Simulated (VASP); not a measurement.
Input of a VASP 6.6.1 run:

Contents of INCAR:

```
PREC = Accurate
ENCUT = 600
EDIFF = 1E-7
ISMEAR = -1
SIGMA = 0.08
LREAL = F
LASPH = T
NELM = 80
ALGO = Normal
ISIF = 3
LWAVE = F
LCHARG = F
GGA = PE
IBRION = 2
NSW = 60
EDIFFG = -0.005
PSTRESS = 33.0
```

File KPOINTS:

```
regular mesh
0
Gamma
  11 11 11
```

File POSCAR:

```
TePb
1.0
    0.0000000000      3.2051448616      3.2051448616
    3.2051448616      0.0000000000      3.2051448616
    3.2051448616      3.2051448616      0.0000000000
Pb Te
1 1
Direct
    0.0000000000      0.0000000000      0.0000000000
    0.5000000000      0.5000000000      0.5000000000
```

Potentials or basis: VASP PAW PBE potentials, release 64 (Pb_d, Te).

Run with:

```bash
$ cat potpaw_PBE.64/Pb_d/POTCAR potpaw_PBE.64/Te/POTCAR > POTCAR
$ mpirun -np 1 vasp_std > vasp.out
```

Problem. Estimate the space group after relaxing (to 0.1 Å).

Solution. Fm-3m (No. 225).

Problem. Predict the relaxed volume.

Solution. 32.96 Å³/atom.

Problem. Estimate the relaxed cell.

Solution. a = 4.534 Å, b = 4.534 Å, c = 4.534 Å, α = 60.00°, β = 60.00°, γ = 60.00°.

Final structure:
```xyz
2
Lattice="0.0000 3.2061 3.2061 3.2061 0.0000 3.2061 3.2061 3.2061 0.0000" Properties=species:S:1:pos:R:3 pbc="T T T"
Pb    0.0000    3.2061    3.2061
Te    3.2061    3.2061    3.2061
```

Caveat: the cell is relaxed towards a set pressure, so the run minimises the enthalpy, not the energy.
